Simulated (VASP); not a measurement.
# Ir5Ru (P-3m1) in VASP: notebook

Runs on Ir5Ru. Level: PBE. Tasks: single point, relaxation of shape and atoms at fixed volume.

Everything below comes from runs of VASP 6.6.1. Logs are shortened: lines on timing, memory, paths and dates and some standing lists are left out, and cuts for length are marked.

## (1) The cell of the first run

Symmetry: P-3m1, No. 164, trigonal system. The conventional cell has a = 2.815 Å, b = 2.815 Å, c = 13.827 Å, α = 90.00°, β = 90.00°, γ = 120.00°. Ru (site symmetry -3m) has 6 Ir at 2.79 Å and 6 Ru at 2.81 Å within 3.7 Å. Ir (site symmetry 3m) has 12 Ir at 2.81 to 2.86 Å within 3.7 Å. Within 3.7 Å of Ir (site symmetry 3m) lie 3 Ru at 2.79 Å and 9 Ir at 2.81 to 2.86 Å. Within 3.7 Å of Ir (site symmetry -3m) lie 12 Ir at 2.81 to 2.82 Å.

## (2) Single point, PBE (15.81 Å³/atom)

File INCAR:

```
ALGO     = Fast           # electronic algorithm
EDIFF    = 1E-7           # SCF threshold, eV
ENCUT    = 520            # plane-wave cutoff, eV
GGA      = PE             # functional
ISIF     = 2              # what is computed and relaxed
ISMEAR   = 0              # smearing method
LASPH    = T              # aspherical terms in the spheres
LCHARG   = F              # write CHGCAR
LREAL    = F              # projectors in reciprocal space
LWAVE    = F              # write WAVECAR
NBANDS   = 38             # bands
NELM     = 80             # most SCF steps
PREC     = Accurate       # precision mode
SIGMA    = 0.1            # smearing width, eV
```

File KPOINTS:

```
k-points
0
Gamma
  18 18 4
```

File POSCAR:

```
Ir5Ru
1.0
    2.8149250301      0.0000000299      0.0000000000
   -1.4074625410      2.4377965709      0.0000000000
    0.0000000000      0.0000000000     13.8269429513
Ru Ir
1 5
Direct
    0.0000000000      0.0000000000      0.5000000000
    0.3333333333      0.6666666667      0.8336452944
    0.6666666667      0.3333333333      0.6635696834
    0.3333333333      0.6666666667      0.3364303166
    0.6666666667      0.3333333333      0.1663547056
    0.0000000000      0.0000000000      0.0000000000
```

Potentials or basis: VASP PAW PBE potentials, release 64 (Ru_pv, Ir).

Started as:

```sh
$ cat potpaw_PBE.64/Ru_pv/POTCAR potpaw_PBE.64/Ir/POTCAR > POTCAR
$ mpirun -np 1 vasp_std > vasp.out
```

OUTCAR:

```text
EDIFF = 1E-7
   ENCUT = 520
   GGA = PE
   ISIF = 2
   ISMEAR = 0
   LASPH = T
   LREAL = F
   NELM = 80
   PREC = Accurate

 ion  position               nearest neighbor table
   1  0.000  0.000  0.500-   3 2.79   4 2.79   3 2.79   4 2.79   3 2.79   4 2.79
   2  0.333  0.667  0.834-   6 2.82   6 2.82   6 2.82   3 2.86   3 2.86   3 2.86
   3  0.667  0.333  0.664-   1 2.79   1 2.79   1 2.79   2 2.86   2 2.86   2 2.86
   4  0.333  0.667  0.336-   1 2.79   1 2.79   1 2.79   5 2.86   5 2.86   5 2.86
   5  0.667  0.333  0.166-   6 2.82   6 2.82   6 2.82   4 2.86   4 2.86   4 2.86
   6  0.000  0.000  0.000-   2 2.82   5 2.82   5 2.82   2 2.82   5 2.82   2 2.82

  LATTYP: Found a hexagonal cell.
 ALAT       =     2.8149250301
 C/A-ratio  =     4.9120110850

  Lattice vectors:

 A1 = (   2.8149250301,   0.0000000299,   0.0000000000)
 A2 = (  -1.4074625410,   2.4377965709,   0.0000000000)
 A3 = (   0.0000000000,   0.0000000000,  13.8269429513)

Analysis of symmetry for initial positions (statically):
=====================================================================
 Subroutine PRICEL returns:
 Original cell was already a primitive cell.

 Routine SETGRP: Setting up the symmetry group for a
 hexagonal supercell.

 Subroutine GETGRP returns: Found 12 space group operations
 (whereof 12 operations were pure point group operations)
 out of a pool of 24 trial point group operations.

The static configuration has the point symmetry D_3d.

Analysis of symmetry for dynamics (positions and initial velocities):
=====================================================================
 Subroutine PRICEL returns:
 Original cell was already a primitive cell.

 Routine SETGRP: Setting up the symmetry group for a
 hexagonal supercell.

 Subroutine GETGRP returns: Found 12 space group operations
 (whereof 12 operations were pure point group operations)
 out of a pool of 24 trial point group operations.

The dynamic configuration has the point symmetry D_3d.

 Subroutine INISYM returns: Found 12 space group operations
 (whereof 12 operations are pure point group operations),
 and found     1 'primitive' translations

----------------------------------------------------------------------------------------

                                     Primitive cell

  volume of cell :      94.8835

  direct lattice vectors                    reciprocal lattice vectors
[... 92 lines left out ...]
   LASPH  =      T    aspherical Exc in radial PAW
   ENCUT  =  520.0 eV  38.22 Ry    6.18 a.u.   5.23  5.23 25.71*2*pi/ulx,y,z
   NELM   =     80;   NELMIN=  2; NELMDL= -5     # of ELM steps
   EDIFF  = 0.1E-06   stopping-criterion for ELM
   LREAL  =      F    real-space projection
   EDIFFG = 0.1E-05   stopping-criterion for IOM
   NSW    =      0    number of steps for IOM
   IBRION =     -1    ionic relax: 0-MD 1-quasi-New 2-CG
   NFREE  =      0    steps in history (QN), initial steepest desc. (CG)
   ISIF   =      2    stress and relaxation
   ISYM   =      2    0-nonsym 1-usesym 2-fastsym
   POTIM  = 0.5000    time-step for ionic-motion
   TEBEG  =    0.0;   TEEND  =   0.0 temperature during run
   PSTRESS=    0.0 pullay stress
   NELECT =      59.0000    total number of electrons
   NUPDOWN=      -1.0000    fix difference up-down
   EMIN   =  10.00;   EMAX   =-10.00  energy-range for DOS
   EFERMI =   0.00;   METHOD = LEGACY
   ISMEAR =     0;   SIGMA  =   0.10  broadening in eV -4-tet -1-fermi 0-gaus
   EFERMI_NEDOS =   21; number of points for ismear=-14 and -15
   IALGO  =     68    algorithm
   IMIX   =      4    mixing-type and parameters
     AMIX     =   0.40;   BMIX     =  1.00
     AMIX_MAG =   1.60;   BMIX_MAG =  1.00
  volume/ion in A,a.u.               =      15.81       106.72
  Fermi-wavevector in a.u.,A,eV,Ry     =   1.397318  2.640549 26.565354  1.952498
  Thomas-Fermi vector in A             =   2.520586
   LORBIT       =      0    0 simple, 1 ext, 2 COOP (PROOUT), +10 PAW based schemes
   GGA     = PE    functional components
   LHFCALC =     F    Hartree Fock is set to
   AEXX    =    0.0000 exact exchange contribution
   IVDW    =     0    specifies the selected vdW correction
   LEPSILON=     F    determine dielectric tensor
   LRPA    =     F    only Hartree local field effects (RPA)
 non-spin polarized calculation
 RMM-DIIS sequential band-by-band and
 Gauss-broadening in eV      SIGMA  =   0.10
  energy-cutoff  :      520.00
  volume of cell :       94.88
 maximum number of plane-waves:      2596
 NGX is ok and might be reduce to    24
   NGX = 11   NGY = 11   NGZ = 51

 number of electron      59.0000003 magnetization

 Free energy of the ion-electron system (eV)
  ---------------------------------------------------
  ext. energy  EPLUGINS =         0.00000000
  ---------------------------------------------------
  free energy    TOTEN  =       -52.82216706 eV

  energy without entropy =      -52.79183272  energy(sigma->0) =      -52.80699989

 E-fermi :   8.8111     XC(G=0): -13.3098

 val. band max:        8.8068592676   @ k =   0.2222   0.0556   0.5000
 cond. band min:       8.8113028991   @ k =  -0.0556   0.3889   0.2500
 fundamental gap:      0.0044436315
 Fermi energy:         8.8110593079

 k-point     1 :       0.0000    0.0000    0.0000
  band No.  band energies     occupation
      1     -34.1602      2.00000
      2     -33.8123      2.00000
      3     -33.8123      2.00000
      4      -0.8694      2.00000
      5       0.0590      2.00000
      6       0.5226      2.00000
[... 973 lines left out ...]
     37      12.5336      0.00000
     38      13.4572      0.00000

 [... further k-points ...]
[... 5 lines left out ...]
  --------------------------------------------------------------------------------------
  -------------------------------------------------------------------------------------
  Total      -14.9947653    -14.9947653    -15.0087692      0.0000000     -0.0000000      0.0000000
  in kB     -253.1977174   -253.1977174   -253.4341844      0.0000000     -0.0000000      0.0000000
  external PRESSURE =    -253.2765397 kB  Pullay stress =       0.0000000 kB

 VOLUME and BASIS-vectors are now :
 -----------------------------------------------------------------------------
  energy-cutoff  :      520.00
  volume of cell :       94.88
      direct lattice vectors                 reciprocal lattice vectors
     2.814925030  0.000000030  0.000000000     0.355249246  0.205103253  0.000000000
    -1.407462541  2.437796571  0.000000000    -0.000000004  0.410206498  0.000000000
     0.000000000  0.000000000 13.826942951     0.000000000  0.000000000  0.072322566

 POSITION                                       TOTAL-FORCE (eV/Angst)
 -----------------------------------------------------------------------------------
      0.00000      0.00000      6.91347        -0.000000     -0.000000      0.000000
     -0.00000      1.62520     11.52677         0.000000     -0.000000      0.002894
      1.40746      0.81260      9.17514        -0.000000      0.000000     -0.014905
     -0.00000      1.62520      4.65180         0.000000     -0.000000      0.014905
      1.40746      0.81260      2.30018        -0.000000      0.000000     -0.002894
      0.00000      0.00000      0.00000        -0.000000     -0.000000      0.000000
 -----------------------------------------------------------------------------------
    total drift:                                0.000000     -0.000000      0.000000

  FREE ENERGIE OF THE ION-ELECTRON SYSTEM (eV)
  ---------------------------------------------------
  free  energy   TOTEN  =       -52.8221670634 eV

  energy  without entropy=      -52.7918327162  energy(sigma->0) =      -52.80699989
```

OSZICAR:

```text
N       E                     dE             d eps       ncg     rms          rms(c)
DAV:   1     0.637046831298E+03    0.63705E+03   -0.28208E+04 11480   0.155E+03
DAV:   2    -0.168399725943E+02   -0.65389E+03   -0.62740E+03 10608   0.483E+02
DAV:   3    -0.550512603465E+02   -0.38211E+02   -0.33578E+02 12784   0.116E+02
DAV:   4    -0.569155926071E+02   -0.18643E+01   -0.17970E+01 12648   0.255E+01
[... 12 lines left out ...]
RMM:  17    -0.528221667600E+02   -0.46549E-06   -0.21692E-05 14974   0.121E-02    0.104E-02
RMM:  18    -0.528221669368E+02   -0.17682E-06   -0.79524E-06 13545   0.521E-03    0.479E-03
RMM:  19    -0.528221668956E+02    0.41224E-07   -0.28021E-06  8761   0.292E-03    0.266E-03
RMM:  20    -0.528221669807E+02   -0.85100E-07   -0.13379E-06  6957   0.230E-03    0.151E-03
RMM:  21    -0.528221670634E+02   -0.82699E-07   -0.63355E-07  6130   0.169E-03
   1 F= -.52822167E+02 E0= -.52807000E+02  d E =-.303343E-01
```

stdout:

```text
POSCAR found type information on POSCAR RuIr
 POSCAR found :  2 types and       6 ions
 scaLAPACK will be used
 LDA part: xc-table for (Slater+PW92), standard interpolation
 POSCAR, INCAR and KPOINTS ok, starting setup
 FFT: planning ... GRIDC
 FFT: planning ... GRID_SOFT
 FFT: planning ... GRID
 WAVECAR not read
 entering main loop
```

It took 6.1 min on 1 thread of Intel Xeon 6975P-C (Granite Rapids), shared host; peak memory 0.54 GiB.

Results:

```
Free energy            : -52.8222 eV
Pressure               : -25.3 GPa
Largest force          : 0.015 eV/Å
Band gap on the k mesh : zero (an odd number of electrons rules out a gap without spin polarisation)
```

Forces in eV/Å, atoms in the order of the input:
```
Ru   0.000  0.000  0.000
Ir   0.000  0.000  0.003
Ir   0.000  0.000 -0.015
Ir   0.000  0.000  0.015
Ir   0.000  0.000 -0.003
Ir   0.000  0.000  0.000
```

Levels at points of the mesh, in eV from the Fermi level:
| k point | band 27 | band 28 | band 29 | band 30 | band 31 | band 32 |
| --- | --- | --- | --- | --- | --- | --- |
| (0.00, 0.00, 0.00) | -1.05 | -1.05 | -1.02 | -1.02 | -0.69 | -0.69 |
| (0.50, 0.00, 0.00) | 0.82 | 0.83 | 0.88 | 0.92 | 1.01 | 1.15 |
| (0.00, 0.00, 0.50) | -1.05 | -1.05 | -1.02 | -0.82 | -0.82 | -0.75 |
| (0.50, 0.00, 0.50) | 0.63 | 0.77 | 0.88 | 0.92 | 1.03 | 1.10 |

Caveat: the cell stands under tension; spin-orbit coupling is left out, which moves the levels of the heavy elements.

## (3) Relaxation of shape and atoms at fixed volume, PBE (15.24 Å³/atom)

This run uses another cell than the first one, of 15.24 Å³/atom.

File INCAR:

```
PREC     = Accurate       # precision mode
ENCUT    = 600            # plane-wave cutoff, eV
EDIFF    = 1E-6           # SCF threshold, eV
ISMEAR   = 0              # smearing method
SIGMA    = 0.1            # smearing width, eV
LREAL    = False          # projectors in reciprocal space
LASPH    = True           # aspherical terms in the spheres
NELM     = 80             # most SCF steps
ALGO     = Fast           # electronic algorithm
ISIF     = 4              # what is computed and relaxed
LWAVE    = False          # write WAVECAR
LCHARG   = False          # write CHGCAR
GGA      = PE             # functional
IBRION   = 2              # ionic algorithm
NSW      = 50             # ionic steps
EDIFFG   = -0.01          # ionic threshold
```

File KPOINTS:

```
Automatic mesh
0
Gamma
  18 18 4
```

File POSCAR:

```
Ir5Ru
1.0
    2.7808929917      0.0000000295      0.0000000000
   -1.3904465214      2.4083239613      0.0000000000
    0.0000000000      0.0000000000     13.6522571977
Ru Ir
1 5
Direct
    0.0000000000      0.0000000000      0.5000000000
    0.3333333333      0.6666666667      0.8332309970
    0.6666666667      0.3333333333      0.6637614792
    0.3333333333      0.6666666667      0.3362385208
    0.6666666667      0.3333333333      0.1667690030
    0.0000000000      0.0000000000      0.0000000000
```

Potentials or basis: VASP PAW PBE potentials, release 64 (Ru_pv, Ir).

Started as:

```sh
$ cat potpaw_PBE.64/Ru_pv/POTCAR potpaw_PBE.64/Ir/POTCAR > POTCAR
$ mpirun -np 1 vasp_std > vasp.out
```

Wall time 47 min (1 thread of Oxide Virtual Turin-like, shared host); peak memory 0.56 GiB.

The run converged. Its results:

```yaml
Free_energy: -53.2804 eV
Energy_gained_by_relaxing: 0.1 meV/atom
Ionic_steps: 2
Pressure_after_relaxing: -16.9 GPa
Largest_force_after_relaxing: 0.009 eV/Å
```

Forces in eV/Å, atoms in the order of the input:
```
Ru   0.000  0.000  0.000
Ir   0.000  0.000  0.009
Ir   0.000  0.000 -0.009
Ir   0.000  0.000  0.009
Ir   0.000  0.000 -0.009
Ir   0.000  0.000  0.000
```

The path:
```csv
step,energy change (eV),largest force (eV/Å),pressure (GPa),volume (Å³)
1,0.0000,0.0309,-16.87,91.43
2,-0.0003,0.0086,-16.86,91.43
```

Final structure:
```
CELL_PARAMETERS angstrom
2.78053 0.00000 0.00000
-1.39027 2.40801 0.00000
0.00000 0.00000 13.65581
ATOMIC_POSITIONS crystal
Ru 0.00000 0.00000 0.50000
Ir 0.33333 0.66667 0.83334
Ir 0.66667 0.33333 0.66365
Ir 0.33333 0.66667 0.33635
Ir 0.66667 0.33333 0.16666
Ir 0.00000 0.00000 0.00000
```

Levels at points of the mesh, in eV from the Fermi level:
```
           k point  band 25  band 26  band 27  band 28  band 29  band 30  band 31  band 32  band 33  band 34
(0.00, 0.00, 0.00)    -2.40    -2.40    -1.11    -1.11    -1.09    -1.09    -0.73    -0.73    -0.26    -0.16
(0.50, 0.00, 0.00)    -0.28     0.82     0.88     0.89     0.94     0.98     1.09     1.23     1.40     1.49
(0.00, 0.00, 0.50)    -2.39    -1.39    -1.11    -1.11    -1.10    -0.88    -0.88    -0.80    -0.80    -0.56
(0.50, 0.00, 0.50)    -0.07     0.42     0.68     0.83     0.94     0.99     1.10     1.17     1.45     1.93
```

Caveat: the highest band is partly filled, so the run has too few bands; spin-orbit coupling is left out, which moves the levels of the heavy elements.
